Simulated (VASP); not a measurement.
Set up this calculation in VASP 6.6.1, as the native input.

* Task: single point
* Functional: PBE
* Potentials or basis: VASP PAW PBE potentials, release 64 (Ti_sv, N)
* Cutoff: 520 eV
* k mesh: 18 × 18 × 18
* Occupations: gaussian, width 0.1 eV
* Spin: no spin polarisation
* Dipole correction: no
* Further INCAR settings: ALGO = Normal; EDIFF = 1e-07; NBANDS = 16

The structure of TiN lies in POSCAR:

```
TiN
1.0
    0.0000000000      2.0800192089      2.0800192089
    2.0800192089      0.0000000000      2.0800192089
    2.0800192089      2.0800192089      0.0000000000
Ti N
1 1
Direct
    0.0000000000      0.0000000000      0.0000000000
    0.5000000000      0.5000000000      0.5000000000
```

This cell differs from its parent crystal: volume scaled by 0.94.

These files were run (other wordings do the same):

INCAR

```
ALGO = Normal
EDIFF = 1E-7
ENCUT = 520
GGA = PE
ISIF = 2
ISMEAR = 0
LASPH = T
LCHARG = F
LREAL = F
LWAVE = F
NBANDS = 16
NELM = 60
PREC = Accurate
SIGMA = 0.1
```

KPOINTS

```
k-points
0
Gamma
  18 18 18
```

Potentials or basis: VASP PAW PBE potentials, release 64 (Ti_sv, N).

Run with:

```sh
$ cat potpaw_PBE.64/Ti_sv/POTCAR potpaw_PBE.64/N/POTCAR > POTCAR
$ mpirun -np 1 vasp_std > vasp.out
```

It gave:

```
Pressure : 20.1 GPa
```

It used 100 s of CPU time on 1 thread of AMD EPYC 7R13 Processor (Zen 3), on a shared host.
